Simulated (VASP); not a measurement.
Runs of VASP 6.6.1 on CaSe. The structure is that of space group Pm-3m (No. 221), or close to it. The cells are those of the table. 

```tsv
level	cell	smearing	gap on the mesh (eV)	pressure (GPa)
PBE	a = 3.648 Å, 2 atoms	fermi-dirac 0.02 eV	(c)	0.3
PBE	a = 3.453, b = 3.635, c = 3.635 Å, 2 atoms	fermi-dirac 0.02 eV	0.15	3.9
PBE	a = 3.635, b = 3.635, c = 3.440 Å, 2 atoms	fermi-dirac 0.02 eV	(b)	4.2
r2SCAN	a = 3.635, b = 3.635, c = 3.440 Å, 2 atoms	fermi-dirac 0.02 eV	0.55	(a)
r2SCAN	a = 3.648 Å, 2 atoms	gaussian 0.01 eV	1.26	-0.4
```

Alike in all rows: task single point; potentials or basis VASP PAW PBE potentials, release 64 (Ca_sv, Se); no spin polarisation; k mesh 8 × 8 × 8; cutoff (eV) 520.

Task: Fill in the values left out.

Result: (a) 3.7; (b) 0.10; (c) 0.78.

Caveats: the structure was generated, so it needn't be the stable form of CaSe; semilocal functionals underestimate gaps, and a narrow one can read as zero (at least some runs); the PAW data sets were made with another functional, which shifts forces and pressure a little (at least some runs); the stress differs along the axes, from 1 to 10 GPa (at least some runs); the stress differs along the axes, from 1 to 11 GPa (at least some runs); the stress differs along the axes, from 0 to 11 GPa (at least some runs).

A k mesh can miss the band edges, and the runs leave out spin-orbit coupling on Se.
